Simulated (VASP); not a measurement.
Sn, 2 atoms in the cell. It takes space group I4_1/amd (No. 141, tetragonal). The conventional cell has a = 4.643 Å, b = 4.643 Å, c = 6.369 Å, α = 90.00°, β = 90.00°, γ = 90.00°. Within 3.7 Å of Sn (site symmetry -4m2) lie 4 Sn at 2.82 Å.  This cell differs from its parent crystal: strain -0.0300 x Voigt [0, 1, 0, 0, 0, 0].

* Program: VASP 6.6.1
* Task: single point
* Functional: r2SCAN
* Potentials or basis: VASP PAW PBE potentials, release 64 (Sn_d)
* Cutoff: 520 eV
* k mesh: 16 × 16 × 16
* Occupations: gaussian, width 0.15 eV
* Spin: no spin polarisation
* Dipole correction: no
* Further INCAR settings: ALGO = Normal; EDIFF = 1e-06; NBANDS = 21

Potentials or basis: VASP PAW PBE potentials, release 64 (Sn_d).

Launch:

```sh
$ cat potpaw_PBE.64/Sn_d/POTCAR > POTCAR
$ cp INCAR.step1 INCAR
$ mpirun -np 1 vasp_std > vasp.out
$ cp INCAR.step2 INCAR
$ mpirun -np 1 vasp_std > vasp.out
```

Hardware: 1 thread of Intel Xeon 8259CL (shared host).

Problem. How long does it take, and how much memory?

Solution. Wall time 27 min on 1 thread of Intel Xeon 8259CL (shared host), peak memory 0.52 GiB. Counts: k points 349.
